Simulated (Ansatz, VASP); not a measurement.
# One calculation of Lu2Sc3N, two programs

The input INCAR:

```
SYSTEM = Lu2Sc3N
PREC = Accurate ; ENCUT = 600
EDIFF = 1E-6 ; ISMEAR = 0
SIGMA = 0.1 ; LREAL = .FALSE.
LASPH = .TRUE. ; NELM = 80
ALGO = Normal ; ISIF = 3
LWAVE = .FALSE. ; LCHARG = .FALSE.
GGA = PE ; IBRION = 2
NSW = 90 ; EDIFFG = -0.04
```

The input KPOINTS:

```
regular mesh
0
G
  6 6 4
  0 0 0
```

The input POSCAR:

```
Lu2Sc3N
1.0
    5.5578677400      0.0000000000      0.0000000000
   -2.7789338700      4.8132546500      0.0000000000
    0.0000000000      0.0000000000      4.3120273500
Lu Sc N
2 3 1
Direct
    0.3333333300      0.6666666700      0.0000000000
    0.6666666700      0.3333333300      0.0000000000
    0.5000000000      0.0000000000      0.5000000000
    0.5000000000      0.5000000000      0.5000000000
    0.0000000000      0.5000000000      0.5000000000
    0.0000000000      0.0000000000      0.0000000000
```

Input for Ansatz:

```yaml
crystal:
  lattice:
    - [5.55786774, 0.0, 0.0]
    - [-2.77893387, 4.81325465, 0.0]
    - [0.0, 0.0, 4.31202735]
  atoms:
    - { symbol: Lu, position: [0.33333333, 0.66666667, 0.0] }
    - { symbol: Lu, position: [0.66666667, 0.33333333, 0.0] }
    - { symbol: Sc, position: [0.5, 0.0, 0.5] }
    - { symbol: Sc, position: [0.5, 0.5, 0.5] }
    - { symbol: Sc, position: [0.0, 0.5, 0.5] }
    - { symbol: "N", position: [0.0, 0.0, 0.0] }
basis:
  ecutwfc: 420
kpoints:
  mp_grid: { grid: [6, 6, 4] }
hamiltonian:
  xc: pbe
scf:
  occupations: { method: gaussian, width: 0.1 }
  lower_state_search: "off"
output:
  forces: true
  stress: true
  eigenvalues: true
relax:
  adjacent_minimum: "off"
  f_tol: 0.04
  max_steps: 70
  cell: { stress_tol: 0.4 }
```

Change from the starting cell: species swapped into the SmAl3Pd2 type (P6/mmm, No. 191).

Alike in both runs: task relaxation of cell and atoms; functional PBE; k mesh 6 × 6 × 4; occupations gaussian, width 0.1 eV; no spin polarisation.

|  | VASP | Ansatz |
| --- | --- | --- |
| version | VASP 6.6.1 | Ansatz 0.2.0 |
| potentials or method | VASP PAW PBE potentials, release 64 (Lu, Sc_sv, N), cutoff 600 eV | scalar-relativistic, plane waves, PAW |
| valence electrons in the cell | 88 | 88 |

|  | VASP | Ansatz | Ansatz less VASP |
| --- | --- | --- | --- |
| gap on the k mesh at the Fermi level, each at its own relaxed structure (eV) | none | none | - |
| relaxed volume (Å³/atom) | 26.56 | 26.67 | +0.105 |
| relaxed cell length with the largest relative difference (Å) | 5.763 | 5.807 | +0.0445 |

A gap of «none» marks a metal or a gap that the smearing closes.

The k mesh is coarse, so the values compare programs but aren't converged. Neither program's run includes spin-orbit coupling. Noted on VASP's run: the volume moved by over 15 % at a fixed basis, so the end points are rough.
